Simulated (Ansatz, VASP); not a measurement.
**Al3P2: VASP beside Ansatz**

```
Al P
1.0
     5.22515    0.00000    0.00000
     0.00000    5.22515    0.00000
     0.00000    0.00000    4.34727
Al P
3 2
Cartesian
  0.0000 2.6126 0.0000
  2.6126 0.0000 0.0000
  0.0000 0.0000 0.0000
  2.6126 2.6126 2.1736
  2.6126 2.6126 0.0000
```

Change from the starting cell: species swapped into the Zr3Cd2 type (Pmmm, No. 47).

Alike in both runs: functional PBE; k mesh 8 × 8 × 10; occupations gaussian, width 0.1 eV; no spin polarisation.

Ansatz relaxed the structure, and its values are those at the end. VASP's run is a single point on that final structure, the one shown.

|  | VASP | Ansatz |
| --- | --- | --- |
| version | VASP 6.6.1 | Ansatz 0.2.0 |
| potentials or method | VASP PAW PBE potentials, release 64 (Al, P), cutoff 520 eV | scalar-relativistic, plane waves, PAW |
| valence electrons in the cell | 19 | 19 |

```tsv
	VASP	Ansatz	Ansatz less VASP
gap on the k mesh at the Fermi level (eV)	none	none	-
pressure (GPa)	-0.1	0.0	+0.08
```

A gap of «none» marks a metal or a gap that the smearing closes.
